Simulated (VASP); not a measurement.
# TiAl3 (I4/mmm) in VASP: notebook

TiAl3 is run at these levels: LDA; tasks: single point.

All numbers are computed with VASP 6.6.1; they aren't measurements. Logs are shortened: lines on timing, memory, paths and dates and some standing lists are left out, and cuts for length are marked.

## 1. The cell of the first run

Symmetry: I4/mmm, No. 139, tetragonal system. Conventional cell: a = 3.779 Å, b = 3.779 Å, c = 8.484 Å, α = 90.00°, β = 90.00°, γ = 90.00°. Ti (site symmetry 4/mmm) has 12 Al at 2.67 to 2.84 Å within 3.5 Å. Within 3.5 Å of Al (site symmetry 4/mmm) lie 4 Ti at 2.67 Å and 8 Al at 2.84 Å. Within 3.5 Å of Al (site symmetry -4m2) lie 8 Al at 2.67 to 2.84 Å and 4 Ti at 2.84 Å.

## 2. Single point, LDA

Input file INCAR:

```
SYSTEM = TiAl3
PREC = Accurate
ENCUT = 520
EDIFF = 1E-6
ISMEAR = 0
SIGMA = 0.15
LREAL = .FALSE.
LASPH = .TRUE.
NELM = 80
ALGO = Fast
ISIF = 2
LWAVE = .FALSE.
LCHARG = .FALSE.
GGA = CA
NBANDS = 18
```

Input file KPOINTS:

```
Automatic mesh
0
G
  14 14 14
  0 0 0
```

Input file POSCAR:

```
TiAl3
1.0
   -1.8893407300      1.8893407300      4.2417642881
    1.8893407300     -1.8893407300      4.2417642881
    1.8893407300      1.8893407300     -4.2417642881
Ti Al
1 3
Direct
    0.0000000000      0.0000000000      0.0000000000
    0.5000000000      0.5000000000      0.0000000000
    0.7500000000      0.2500000000      0.5000000000
    0.2500000000      0.7500000000      0.5000000000
```

Potentials or basis: VASP PAW LDA potentials, release 64 (Ti_sv, Al).

Run with:

```sh
> cat potpaw_LDA.64/Ti_sv/POTCAR potpaw_LDA.64/Al/POTCAR > POTCAR
> mpirun -np 1 vasp_std > vasp.out
```

OUTCAR:

```text
SYSTEM = TiAl3
   PREC = Accurate
   ENCUT = 520
   EDIFF = 1E-6
   ISMEAR = 0
   LREAL = .FALSE.
   LASPH = .TRUE.
   NELM = 80
   ISIF = 2
   GGA = CA

 ion  position               nearest neighbor table
   1  0.000  0.000  0.000-   2 2.67   2 2.67   2 2.67   2 2.67   4 2.84   3 2.84   4 2.84   4 2.84
                             3 2.84   3 2.84   4 2.84   3 2.84
   2  0.500  0.500  0.000-   1 2.67   1 2.67   1 2.67   1 2.67   4 2.84   3 2.84   4 2.84   3 2.84
                             4 2.84   4 2.84   3 2.84   3 2.84
   3  0.750  0.250  0.500-   4 2.67   4 2.67   4 2.67   4 2.67   2 2.84   1 2.84   2 2.84   1 2.84
                             2 2.84   2 2.84   1 2.84   1 2.84
   4  0.250  0.750  0.500-   3 2.67   3 2.67   3 2.67   3 2.67   2 2.84   1 2.84   2 2.84   2 2.84
                             1 2.84   1 2.84   2 2.84   1 2.84

  LATTYP: Found a body centered tetragonal cell.
 ALAT       =     3.7786814600
 C/A-ratio  =     2.2451028662

  Lattice vectors:

 A1 = (  -1.8893407300,   1.8893407300,   4.2417642881)
 A2 = (   1.8893407300,  -1.8893407300,   4.2417642881)
 A3 = (   1.8893407300,   1.8893407300,  -4.2417642881)

Analysis of symmetry for initial positions (statically):
=====================================================================
 Subroutine PRICEL returns:
 Original cell was already a primitive cell.

 Routine SETGRP: Setting up the symmetry group for a
 body centered tetragonal supercell.

 Subroutine GETGRP returns: Found 16 space group operations
 (whereof 16 operations were pure point group operations)
 out of a pool of 16 trial point group operations.

The static configuration has the point symmetry D_4h.

Analysis of symmetry for dynamics (positions and initial velocities):
=====================================================================
 Subroutine PRICEL returns:
 Original cell was already a primitive cell.

 Routine SETGRP: Setting up the symmetry group for a
 body centered tetragonal supercell.

 Subroutine GETGRP returns: Found 16 space group operations
 (whereof 16 operations were pure point group operations)
 out of a pool of 16 trial point group operations.

The dynamic configuration has the point symmetry D_4h.

 Subroutine INISYM returns: Found 16 space group operations
 (whereof 16 operations are pure point group operations),
 and found     1 'primitive' translations

----------------------------------------------------------------------------------------

                                     Primitive cell

  volume of cell :      60.5657

  direct lattice vectors                    reciprocal lattice vectors
    -1.889340730  1.889340730  4.241764288     0.000000000  0.264642577  0.117875480
     1.889340730 -1.889340730  4.241764288     0.264642577  0.000000000  0.117875480
     1.889340730  1.889340730 -4.241764288     0.264642577  0.264642577  0.000000000

  length of vectors
     5.013160786  5.013160786  5.013160786     0.289707305  0.289707305  0.374261122

  position of ions in fractional coordinates (direct lattice)
     0.000000000  0.000000000  0.000000000
     0.500000000  0.500000000  0.000000000
     0.750000000  0.250000000  0.500000000
     0.250000000  0.750000000  0.500000000

  ion indices of the primitive-cell ions
   primitive index   ion index
                 1           1
                 2           2
                 3           3
                 4           4

----------------------------------------------------------------------------------------

 KPOINTS: Automatic mesh

Automatic generation of k-mesh.
 Grid dimensions read from file:
 generate k-points for:   14   14   14

 Generating k-lattice:

  Cartesian coordinates                     Fractional coordinates (reciprocal lattice)
     0.000000000  0.018903041  0.008419677     0.071428571  0.000000000 -0.000000000
     0.018903041  0.000000000  0.008419677     0.000000000  0.071428571 -0.000000000
     0.018903041  0.018903041  0.000000000     0.000000000  0.000000000  0.071428571

  Length of vectors
     0.020693379  0.020693379  0.026732937

  Shift w.r.t. Gamma in fractional coordinates (k-lattice)
     0.000000000  0.000000000  0.000000000

 Subroutine IBZKPT returns following result:
 ===========================================

 Found    244 irreducible k-points:

 Following reciprocal coordinates:
            Coordinates               Weight
  0.000000  0.000000  0.000000      1.000000
  0.071429  0.000000  0.000000      8.000000
  0.142857 -0.000000  0.000000      8.000000
  0.214286 -0.000000  0.000000      8.000000
  0.285714  0.000000 -0.000000      8.000000
  0.357143 -0.000000  0.000000      8.000000
[... 16 lines left out ...]
  0.214286  0.142857  0.000000     16.000000
  0.285714  0.142857  0.000000     16.000000
 [... further k-points ...]
   k-points           NKPTS =    244   k-points in BZ     NKDIM =    244   number of bands    NBANDS=     18
   number of dos      NEDOS =    301   number of ions     NIONS =      4
   total plane-waves  NPLWV =  64000
   dimension x,y,z NGX =    40 NGY =   40 NGZ =   40
   dimension x,y,z NGXF=    80 NGYF=   80 NGZF=   80
   ions per type =               1   3
   NGX,Y,Z   is equivalent  to a cutoff of  13.26, 13.26, 13.26 a.u.
   NGXF,Y,Z  is equivalent  to a cutoff of  26.53, 26.53, 26.53 a.u.
 SYSTEM =  TiAl3
   PREC   = accura    normal or accurate (medium, high low for compatibility)
   ISTART =      0    job   : 0-new  1-cont  2-samecut
   ICHARG =      2    charge: 1-file 2-atom 10-const
   ISPIN  =      1    spin polarized calculation?
   LNONCOLLINEAR =      F non collinear calculations
   LSORBIT =      F    spin-orbit coupling
   LASPH  =      T    aspherical Exc in radial PAW
   ENCUT  =  520.0 eV  38.22 Ry    6.18 a.u.   9.32  9.32  9.32*2*pi/ulx,y,z
   NELM   =     80;   NELMIN=  2; NELMDL= -5     # of ELM steps
   EDIFF  = 0.1E-05   stopping-criterion for ELM
   LREAL  =      F    real-space projection
   EDIFFG = 0.1E-04   stopping-criterion for IOM
   NSW    =      0    number of steps for IOM
   IBRION =     -1    ionic relax: 0-MD 1-quasi-New 2-CG
   NFREE  =      0    steps in history (QN), initial steepest desc. (CG)
   ISIF   =      2    stress and relaxation
   ISYM   =      2    0-nonsym 1-usesym 2-fastsym
   POTIM  = 0.5000    time-step for ionic-motion
   TEBEG  =    0.0;   TEEND  =   0.0 temperature during run
   PSTRESS=    0.0 pullay stress
   NELECT =      21.0000    total number of electrons
   NUPDOWN=      -1.0000    fix difference up-down
   EMIN   =  10.00;   EMAX   =-10.00  energy-range for DOS
   EFERMI =   0.00;   METHOD = LEGACY
   ISMEAR =     0;   SIGMA  =   0.15  broadening in eV -4-tet -1-fermi 0-gaus
   EFERMI_NEDOS =   21; number of points for ismear=-14 and -15
   IALGO  =     68    algorithm
   IMIX   =      4    mixing-type and parameters
     AMIX     =   0.40;   BMIX     =  1.00
     AMIX_MAG =   1.60;   BMIX_MAG =  1.00
  volume/ion in A,a.u.               =      15.14       102.18
  Fermi-wavevector in a.u.,A,eV,Ry     =   1.150109  2.173390 17.997107  1.322750
  Thomas-Fermi vector in A             =   2.286775
   LORBIT       =      0    0 simple, 1 ext, 2 COOP (PROOUT), +10 PAW based schemes
   GGA     = CA    functional components
   LHFCALC =     F    Hartree Fock is set to
   AEXX    =    0.0000 exact exchange contribution
   IVDW    =     0    specifies the selected vdW correction
   LEPSILON=     F    determine dielectric tensor
   LRPA    =     F    only Hartree local field effects (RPA)
 non-spin polarized calculation
 RMM-DIIS sequential band-by-band and
 Gauss-broadening in eV      SIGMA  =   0.15
  energy-cutoff  :      520.00
  volume of cell :       60.57
 maximum number of plane-waves:      1644
 NGX is ok and might be reduce to    40
   NGX = 19   NGY = 19   NGZ = 19

 number of electron      21.0000000 magnetization

 Free energy of the ion-electron system (eV)
  ---------------------------------------------------
  ext. energy  EPLUGINS =         0.00000000
  ---------------------------------------------------
  free energy    TOTEN  =       -22.80367391 eV

  energy without entropy =      -22.78440654  energy(sigma->0) =      -22.79404022

 E-fermi :   8.4622     XC(G=0): -11.1169

 val. band max:        8.4586198231   @ k =  -0.3571   0.5000   0.1429
 cond. band min:       8.4638022389   @ k =  -0.3571  -0.3571   0.0714
 fundamental gap:      0.0051824158
 Fermi energy:         8.4621623253

 k-point     1 :       0.0000    0.0000    0.0000
  band No.  band energies     occupation
      1     -47.1859      2.00000
      2     -23.8993      2.00000
      3     -23.8993      2.00000
      4     -23.8207      2.00000
      5      -1.7805      2.00000
      6       5.5480      2.00000
[... 10 lines left out ...]
     17      12.4201      0.00000
     18      12.4276      0.00000

 k-point     2 :       0.0714    0.0000    0.0000
  band No.  band energies     occupation
      1     -47.1858      2.00000
      2     -23.9010      2.00000
      3     -23.8992      2.00000
      4     -23.8206      2.00000
      5      -1.7151      2.00000
      6       5.2457      2.00000
[... 10 lines left out ...]
     17      12.4418      0.00000
     18      12.8131      0.00000

 k-point     3 :       0.1429   -0.0000    0.0000
  band No.  band energies     occupation
      1     -47.1856      2.00000
      2     -23.9058      2.00000
      3     -23.8989      2.00000
      4     -23.8204      2.00000
      5      -1.5198      2.00000
      6       4.8579      2.00000
[... 10 lines left out ...]
     17      12.5336      0.00000
     18      13.6633      0.00000

 k-point     4 :       0.2143   -0.0000    0.0000
  band No.  band energies     occupation
      1     -47.1852      2.00000
      2     -23.9126      2.00000
      3     -23.8984      2.00000
      4     -23.8201      2.00000
      5      -1.1979      2.00000
      6       4.4097      2.00000
[... 375 lines left out ...]
      4     -23.8203      2.00000
      5      -1.1794      2.00000
      6       4.1888      2.00000
[... 10 lines left out ...]
     17      13.5899      0.00000
     18      13.6956      0.00000

 k-point    23 :       0.2143    0.1429    0.0000
  band No.  band energies     occupation
      1     -47.1849      2.00000
      2     -23.9121      2.00000
      3     -23.9047      2.00000
      4     -23.8200      2.00000
      5      -0.8229      2.00000
      6       3.9098      2.00000
[... 10 lines left out ...]
     17      13.2954      0.00000
     18      14.2819      0.00000

 k-point    24 :       0.2857    0.1429    0.0000
  band No.  band energies     occupation
      1     -47.1845      2.00000
      2     -23.9196      2.00000
      3     -23.9041      2.00000
      4     -23.8196      2.00000
      5      -0.3500      2.00000
      6       3.5125      2.00000
[... 10 lines left out ...]
     17      13.4257      0.00000
     18      14.4921      0.00000

 [... further k-points ...]
[... 5 lines left out ...]
  --------------------------------------------------------------------------------------
  -------------------------------------------------------------------------------------
  Total        0.0852802      0.0852802      0.0507864      0.0000000     -0.0000000      0.0000000
  in kB        2.2559625      2.2559625      1.3434801      0.0000000     -0.0000000      0.0000000
  external PRESSURE =       1.9518017 kB  Pullay stress =       0.0000000 kB

 VOLUME and BASIS-vectors are now :
 -----------------------------------------------------------------------------
  energy-cutoff  :      520.00
  volume of cell :       60.57
      direct lattice vectors                 reciprocal lattice vectors
    -1.889340730  1.889340730  4.241764288     0.000000000  0.264642577  0.117875480
     1.889340730 -1.889340730  4.241764288     0.264642577  0.000000000  0.117875480
     1.889340730  1.889340730 -4.241764288     0.264642577  0.264642577  0.000000000

 POSITION                                       TOTAL-FORCE (eV/Angst)
 -----------------------------------------------------------------------------------
      0.00000      0.00000      0.00000        -0.000000     -0.000000     -0.000000
      0.00000      0.00000      4.24176        -0.000000     -0.000000     -0.000000
     -0.00000      1.88934      2.12088         0.000000     -0.000000      0.000000
      1.88934     -0.00000      2.12088        -0.000000      0.000000      0.000000
 -----------------------------------------------------------------------------------
    total drift:                               -0.000000     -0.000000      0.000000

  FREE ENERGIE OF THE ION-ELECTRON SYSTEM (eV)
  ---------------------------------------------------
  free  energy   TOTEN  =       -22.8036739059 eV

  energy  without entropy=      -22.7844065406  energy(sigma->0) =      -22.79404022
```

It took 26 min on 1 thread of Intel Xeon 8259CL, shared host; peak memory 0.39 GiB.

What came out:

- Free energy: -22.8037 eV
- Pressure: 0.2 GPa
- Band gap on the k mesh: zero (an odd number of electrons rules out a gap without spin polarisation)

Levels at points of the mesh, in eV from the Fermi level:
```
           k point  band 8  band 9  band 10  band 11  band 12  band 13  band 14  band 15
(0.00, 0.00, 0.00)   -1.48   -1.25    -1.25     0.86     1.86     1.86     2.32     2.62
(0.50, 0.00, 0.00)   -2.93   -1.08    -0.29     0.51     1.86     2.17     2.81     3.28
(0.50, 0.50, 0.00)   -3.80   -2.66    -2.21    -1.03     1.84     1.99     2.78     2.95
(0.50, 0.50, 0.50)   -0.87   -0.87    -0.24     0.71     0.71     0.99     3.15     4.97
```

## 3. Single point, LDA

Input file INCAR:

```
PREC     = Accurate       # precision mode
ENCUT    = 520            # plane-wave cutoff, eV
EDIFF    = 1E-7           # SCF threshold, eV
ISMEAR   = 0              # smearing method
SIGMA    = 0.1            # smearing width, eV
LREAL    = False          # projectors in reciprocal space
LASPH    = True           # aspherical terms in the spheres
NELM     = 100            # most SCF steps
ALGO     = Fast           # electronic algorithm
ISIF     = 2              # what is computed and relaxed
LWAVE    = False          # write WAVECAR
LCHARG   = False          # write CHGCAR
NBANDS   = 18             # bands
```

Input file KPOINTS:

```
regular mesh
0
Gamma
  16 16 16
```

POSCAR is that of step 2.

Potentials or basis: VASP PAW LDA potentials, release 64 (Ti_sv, Al).

Run with:

```sh
> cat potpaw_LDA.64/Ti_sv/POTCAR potpaw_LDA.64/Al/POTCAR > POTCAR
> mpirun -np 1 vasp_std > vasp.out
```

It took 58 min on 1 thread of Intel Xeon 8259CL, shared host; peak memory 0.48 GiB.

Results (log left out):

| Property | Result |
| --- | --- |
| Free energy | -22.7986 eV |
| Pressure | 0.2 GPa |
| Band gap on the k mesh | zero (an odd number of electrons rules out a gap without spin polarisation) |

Levels at points of the mesh, in eV from the Fermi level:
```csv
k point,band 9,band 10,band 11,band 12,band 13,band 14
"(0.00, 0.00, 0.00)",-1.25,-1.25,0.86,1.86,1.86,2.32
"(0.50, 0.00, 0.00)",-1.08,-0.29,0.51,1.86,2.17,2.81
"(0.50, 0.50, 0.00)",-2.66,-2.21,-1.03,1.84,1.99,2.78
"(0.50, 0.50, 0.50)",-0.87,-0.24,0.71,0.71,0.99,3.16
```

(Part 1 of 2 ends here.)
